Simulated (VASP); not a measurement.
# ZnS (P6_3mc) in VASP: single point with PBE

Aim: the single point of ZnS with PBE.

All numbers are computed with VASP 6.6.1; they aren't measurements. Logs are shortened: lines on timing, memory, paths and dates and some standing lists are left out, and cuts for length are marked.

## (1) The cell of the first run

Symmetry: P6_3mc, No. 186, hexagonal system. Conventional cell: a = 3.886 Å, b = 3.886 Å, c = 6.356 Å, α = 90.00°, β = 90.00°, γ = 120.00°. Within 3.1 Å of Zn (site symmetry 3m) lie 4 S at 2.36 to 2.45 Å. Within 3.1 Å of S (site symmetry 3m) lie 4 Zn at 2.36 to 2.45 Å.

## (2) Single point, PBE (20.78 Å³/atom)

Input file INCAR:

```
SYSTEM = ZnS
  PREC = Accurate
  ENCUT = 520
  EDIFF = 1E-6
  ISMEAR = -1
  SIGMA = 0.03
  LREAL = .False.
  LASPH = .True.
  NELM = 60
  ALGO = Normal
  ISIF = 2
  LWAVE = .False.
  LCHARG = .False.
  GGA = PE
  NBANDS = 26
```

Input file KPOINTS:

```
regular mesh
0
Gamma
  8 8 5
  0 0 0
```

Input file POSCAR:

```
ZnS
1.0
    3.8857432240      0.0000000000      0.0000000000
   -1.9428716120      3.3651523445      0.0000000000
    0.0000000000      0.0000000000      6.3562663350
Zn S
2 2
Direct
    0.3333333333      0.6666666667      0.0000000000
    0.6666666667      0.3333333333      0.5000000000
    0.3333333333      0.6666666667      0.3850000000
    0.6666666667      0.3333333333      0.8850000000
```

Potentials or basis: VASP PAW PBE potentials, release 64 (Zn, S).

Command:

```console
> cat potpaw_PBE.64/Zn/POTCAR potpaw_PBE.64/S/POTCAR > POTCAR
> mpirun -np 1 vasp_std > vasp.out
```

OUTCAR:

```text
SYSTEM = ZnS
   PREC = Accurate
   ENCUT = 520
   EDIFF = 1E-6
   ISMEAR = -1
   LREAL = .False.
   LASPH = .True.
   NELM = 60
   ISIF = 2
   GGA = PE

 ion  position               nearest neighbor table
   1  0.333  0.667  0.000-   4 2.36   4 2.36   4 2.36   3 2.45
   2  0.667  0.333  0.500-   3 2.36   3 2.36   3 2.36   4 2.45
   3  0.333  0.667  0.385-   2 2.36   2 2.36   2 2.36   1 2.45
   4  0.667  0.333  0.885-   1 2.36   1 2.36   1 2.36   2 2.45

  LATTYP: Found a hexagonal cell.
 ALAT       =     3.8857432240
 C/A-ratio  =     1.6357916539

  Lattice vectors:

 A1 = (   3.8857432240,   0.0000000000,   0.0000000000)
 A2 = (  -1.9428716120,   3.3651523445,   0.0000000000)
 A3 = (   0.0000000000,   0.0000000000,   6.3562663350)

Analysis of symmetry for initial positions (statically):
=====================================================================
 Subroutine PRICEL returns:
 Original cell was already a primitive cell.

 Routine SETGRP: Setting up the symmetry group for a
 hexagonal supercell.

 Subroutine GETGRP returns: Found 12 space group operations
 (whereof  6 operations were pure point group operations)
 out of a pool of 24 trial point group operations.

The static configuration has the point symmetry C_3v.
 The point group associated with its full space group is C_6v.

Analysis of symmetry for dynamics (positions and initial velocities):
=====================================================================
 Subroutine PRICEL returns:
 Original cell was already a primitive cell.

 Routine SETGRP: Setting up the symmetry group for a
 hexagonal supercell.

 Subroutine GETGRP returns: Found 12 space group operations
 (whereof  6 operations were pure point group operations)
 out of a pool of 24 trial point group operations.

The dynamic configuration has the point symmetry C_3v.
 The point group associated with its full space group is C_6v.

 Subroutine INISYM returns: Found 12 space group operations
 (whereof  6 operations are pure point group operations),
 and found     1 'primitive' translations

----------------------------------------------------------------------------------------

                                     Primitive cell

  volume of cell :      83.1153

  direct lattice vectors                    reciprocal lattice vectors
     3.885743224  0.000000000  0.000000000     0.257351025  0.148581683  0.000000000
    -1.942871612  3.365152344  0.000000000     0.000000000  0.297163367  0.000000000
     0.000000000  0.000000000  6.356266335     0.000000000  0.000000000  0.157325063

  length of vectors
     3.885743224  3.885743224  6.356266335     0.297163367  0.297163367  0.157325063

  position of ions in fractional coordinates (direct lattice)
     0.333333333  0.666666667  0.000000000
     0.666666667  0.333333333  0.500000000
     0.333333333  0.666666667  0.385000000
     0.666666667  0.333333333  0.885000000

  ion indices of the primitive-cell ions
   primitive index   ion index
                 1           1
                 2           2
                 3           3
                 4           4

----------------------------------------------------------------------------------------

 KPOINTS: regular mesh

Automatic generation of k-mesh.
 Grid dimensions read from file:
 generate k-points for:    8    8    5

 Generating k-lattice:

  Cartesian coordinates                     Fractional coordinates (reciprocal lattice)
     0.032168878  0.018572710  0.000000000     0.125000000  0.000000000  0.000000000
     0.000000000  0.037145421  0.000000000     0.000000000  0.125000000  0.000000000
     0.000000000  0.000000000  0.031465013     0.000000000  0.000000000  0.200000000

  Length of vectors
     0.037145421  0.037145421  0.031465013

  Shift w.r.t. Gamma in fractional coordinates (k-lattice)
     0.000000000  0.000000000  0.000000000

 Subroutine IBZKPT returns following result:
 ===========================================

 Found     30 irreducible k-points:

 Following reciprocal coordinates:
            Coordinates               Weight
  0.000000  0.000000  0.000000      1.000000
  0.125000 -0.000000  0.000000      6.000000
  0.250000 -0.000000  0.000000      6.000000
  0.375000  0.000000  0.000000      6.000000
  0.500000 -0.000000  0.000000      3.000000
  0.125000  0.125000  0.000000      6.000000
[... 16 lines left out ...]
  0.250000 -0.000000  0.400000     12.000000
  0.375000  0.000000  0.400000     12.000000
 [... further k-points ...]
   k-points           NKPTS =     30   k-points in BZ     NKDIM =     30   number of bands    NBANDS=     26
   number of dos      NEDOS =    301   number of ions     NIONS =      4
   total plane-waves  NPLWV =  43200
   dimension x,y,z NGX =    30 NGY =   30 NGZ =   48
   dimension x,y,z NGXF=    60 NGYF=   60 NGZF=   96
   ions per type =               2   2
   NGX,Y,Z   is equivalent  to a cutoff of  12.84, 12.84, 12.55 a.u.
   NGXF,Y,Z  is equivalent  to a cutoff of  25.67, 25.67, 25.11 a.u.
 SYSTEM =  ZnS
   PREC   = accura    normal or accurate (medium, high low for compatibility)
   ISTART =      0    job   : 0-new  1-cont  2-samecut
   ICHARG =      2    charge: 1-file 2-atom 10-const
   ISPIN  =      1    spin polarized calculation?
   LNONCOLLINEAR =      F non collinear calculations
   LSORBIT =      F    spin-orbit coupling
   LASPH  =      T    aspherical Exc in radial PAW
   ENCUT  =  520.0 eV  38.22 Ry    6.18 a.u.   7.22  7.22 11.82*2*pi/ulx,y,z
   NELM   =     60;   NELMIN=  2; NELMDL= -5     # of ELM steps
   EDIFF  = 0.1E-05   stopping-criterion for ELM
   LREAL  =      F    real-space projection
   EDIFFG = 0.1E-04   stopping-criterion for IOM
   NSW    =      0    number of steps for IOM
   IBRION =     -1    ionic relax: 0-MD 1-quasi-New 2-CG
   NFREE  =      0    steps in history (QN), initial steepest desc. (CG)
   ISIF   =      2    stress and relaxation
   ISYM   =      2    0-nonsym 1-usesym 2-fastsym
   POTIM  = 0.5000    time-step for ionic-motion
   TEBEG  =    0.0;   TEEND  =   0.0 temperature during run
   PSTRESS=    0.0 pullay stress
   NELECT =      36.0000    total number of electrons
   NUPDOWN=      -1.0000    fix difference up-down
   EMIN   =  10.00;   EMAX   =-10.00  energy-range for DOS
   EFERMI =   0.00;   METHOD = LEGACY
   ISMEAR =    -1;   SIGMA  =   0.03  broadening in eV -4-tet -1-fermi 0-gaus
   EFERMI_NEDOS =   21; number of points for ismear=-14 and -15
   IALGO  =     38    algorithm
   IMIX   =      4    mixing-type and parameters
     AMIX     =   0.40;   BMIX     =  1.00
     AMIX_MAG =   1.60;   BMIX_MAG =  1.00
  volume/ion in A,a.u.               =      20.78       140.22
  Fermi-wavevector in a.u.,A,eV,Ry     =   1.238650  2.340710 20.874799  1.534254
  Thomas-Fermi vector in A             =   2.373167
   LORBIT       =      0    0 simple, 1 ext, 2 COOP (PROOUT), +10 PAW based schemes
   GGA     = PE    functional components
   LHFCALC =     F    Hartree Fock is set to
   AEXX    =    0.0000 exact exchange contribution
   IVDW    =     0    specifies the selected vdW correction
   LEPSILON=     F    determine dielectric tensor
   LRPA    =     F    only Hartree local field effects (RPA)
 non-spin polarized calculation
  energy-cutoff  :      520.00
  volume of cell :       83.12
 maximum number of plane-waves:      2255
 NGX is ok and might be reduce to    30
   NGX = 15   NGY = 15   NGZ = 23

 number of electron      36.0000025 magnetization

 Free energy of the ion-electron system (eV)
  ---------------------------------------------------
  ext. energy  EPLUGINS =         0.00000000
  ---------------------------------------------------
  free energy    TOTEN  =       -13.66463416 eV

  energy without entropy =      -13.66463416  energy(sigma->0) =      -13.66463416

 E-fermi :   2.2707     XC(G=0):  -9.3792

 val. band max:        1.6458470265   @ k =   0.0000   0.0000   0.0000
 cond. band min:       3.6249051217   @ k =   0.0000   0.0000   0.0000
 fundamental gap:      1.9790580952
 Fermi energy:         2.2707333638

 k-point     1 :       0.0000    0.0000    0.0000
  band No.  band energies     occupation
      1     -11.1659      2.00000
      2     -10.3458      2.00000
      3      -4.5173      2.00000
      4      -4.5173      2.00000
      5      -4.4593      2.00000
      6      -4.4593      2.00000
[... 18 lines left out ...]
     25       9.2242      0.00000
     26      10.6418      0.00000

 k-point     2 :       0.1250   -0.0000    0.0000
  band No.  band energies     occupation
      1     -11.0700      2.00000
      2     -10.2914      2.00000
      3      -4.5211      2.00000
      4      -4.4952      2.00000
      5      -4.4512      2.00000
      6      -4.4308      2.00000
[... 18 lines left out ...]
     25       9.6752      0.00000
     26      10.1287      0.00000

 k-point     3 :       0.2500   -0.0000    0.0000
  band No.  band energies     occupation
      1     -10.8141      2.00000
      2     -10.1645      2.00000
      3      -4.5114      2.00000
      4      -4.4462      2.00000
      5      -4.4251      2.00000
      6      -4.3588      2.00000
[... 18 lines left out ...]
     25       9.9446      0.00000
     26      10.4455      0.00000

 k-point     4 :       0.3750    0.0000    0.0000
  band No.  band energies     occupation
      1     -10.5012      2.00000
      2     -10.0620      2.00000
      3      -4.4796      2.00000
      4      -4.4069      2.00000
      5      -4.3534      2.00000
      6      -4.2837      2.00000
[... 18 lines left out ...]
     25      10.2888      0.00000
     26      11.6138      0.00000

 k-point     5 :       0.5000   -0.0000    0.0000
  band No.  band energies     occupation
      1     -10.3320      2.00000
      2     -10.0480      2.00000
      3      -4.4690      2.00000
      4      -4.3944      2.00000
      5      -4.2653      2.00000
      6      -4.2526      2.00000
[... 18 lines left out ...]
     25      10.5450      0.00000
     26      12.7282      0.00000

 k-point     6 :       0.1250    0.1250    0.0000
  band No.  band energies     occupation
      1     -10.8936      2.00000
      2     -10.2005      2.00000
      3      -4.5092      2.00000
      4      -4.4665      2.00000
      5      -4.4174      2.00000
      6      -4.4112      2.00000
[... 427 lines left out ...]
 k-point    21 :       0.0000    0.0000    0.4000
  band No.  band energies     occupation
      1     -10.9098      2.00000
      2     -10.6584      2.00000
      3      -4.5025      2.00000
      4      -4.5025      2.00000
      5      -4.4846      2.00000
      6      -4.4846      2.00000
[... 18 lines left out ...]
     25       8.5889      0.00000
     26       8.8809      0.00000

 k-point    22 :       0.1250   -0.0000    0.4000
  band No.  band energies     occupation
      1     -10.8246      2.00000
      2     -10.5855      2.00000
      3      -4.5091      2.00000
      4      -4.4835      2.00000
      5      -4.4777      2.00000
      6      -4.4579      2.00000
[... 18 lines left out ...]
     25       9.0080      0.00000
     26       9.2328      0.00000

 k-point    23 :       0.2500   -0.0000    0.4000
  band No.  band energies     occupation
      1     -10.6029      2.00000
      2     -10.4026      2.00000
      3      -4.5023      2.00000
      4      -4.4687      2.00000
      5      -4.4193      2.00000
      6      -4.3923      2.00000
[... 18 lines left out ...]
     25       9.4453      0.00000
     26      10.0087      0.00000

 k-point    24 :       0.3750    0.0000    0.4000
  band No.  band energies     occupation
      1     -10.3495      2.00000
      2     -10.2132      2.00000
      3      -4.4794      2.00000
      4      -4.4399      2.00000
      5      -4.3655      2.00000
      6      -4.3270      2.00000
[... 18 lines left out ...]
     25      10.4240      0.00000
     26      10.9098      0.00000

 [... further k-points ...]

------------------------ aborting loop because EDIFF is reached ----------------------------------------

  FORCE on cell =-STRESS in cart. coord.  units (eV):
  Direction    XX          YY          ZZ          XY          YZ          ZX
  --------------------------------------------------------------------------------------
  -------------------------------------------------------------------------------------
  Total       -0.6183165     -0.6183165     -1.2715634      0.0000000      0.0000000      0.0000000
  in kB      -11.9190196    -11.9190196    -24.5113760      0.0000000      0.0000000      0.0000000
  external PRESSURE =     -16.1164717 kB  Pullay stress =       0.0000000 kB

 VOLUME and BASIS-vectors are now :
 -----------------------------------------------------------------------------
  energy-cutoff  :      520.00
  volume of cell :       83.12
      direct lattice vectors                 reciprocal lattice vectors
     3.885743224  0.000000000  0.000000000     0.257351025  0.148581683  0.000000000
    -1.942871612  3.365152344  0.000000000     0.000000000  0.297163367  0.000000000
     0.000000000  0.000000000  6.356266335     0.000000000  0.000000000  0.157325063

 POSITION                                       TOTAL-FORCE (eV/Angst)
 -----------------------------------------------------------------------------------
     -0.00000      2.24343      0.00000         0.000000     -0.000000      0.257182
      1.94287      1.12172      3.17813        -0.000000      0.000000      0.257182
     -0.00000      2.24343      2.44716         0.000000      0.000000     -0.257182
      1.94287      1.12172      5.62530        -0.000000      0.000000     -0.257182
 -----------------------------------------------------------------------------------
    total drift:                               -0.000000     -0.000000      0.000454

  FREE ENERGIE OF THE ION-ELECTRON SYSTEM (eV)
  ---------------------------------------------------
  free  energy   TOTEN  =       -13.6646341587 eV

  energy  without entropy=      -13.6646341586  energy(sigma->0) =      -13.66463416
```

Wall time 66 s (1 thread of AMD EPYC 7R43 (Zen 3), shared host); peak memory 0.19 GiB.

Results:

```
Free energy            : -13.6646 eV
Pressure               : -1.6 GPa
Largest force          : 0.257 eV/Å
Band gap on the k mesh : 1.98 eV
```

Forces in eV/Å, atoms in the order of the input:
```
Zn   0.000  0.000  0.257
Zn   0.000  0.000  0.257
S    0.000  0.000 -0.257
S    0.000  0.000 -0.257
```

Levels at points of the mesh, in eV from the valence-band top:
| k point | band 15 | band 16 | band 17 | band 18 | band 19 | band 20 | band 21 | band 22 |
| --- | --- | --- | --- | --- | --- | --- | --- | --- |
| (0.00, 0.00, 0.00) | -0.79 | -0.02 | -0.02 | 0.00 | 1.98 | 2.88 | 6.33 | 6.33 |
| (0.50, 0.00, 0.00) | -2.90 | -2.06 | -1.41 | -0.90 | 3.64 | 4.10 | 5.22 | 7.15 |
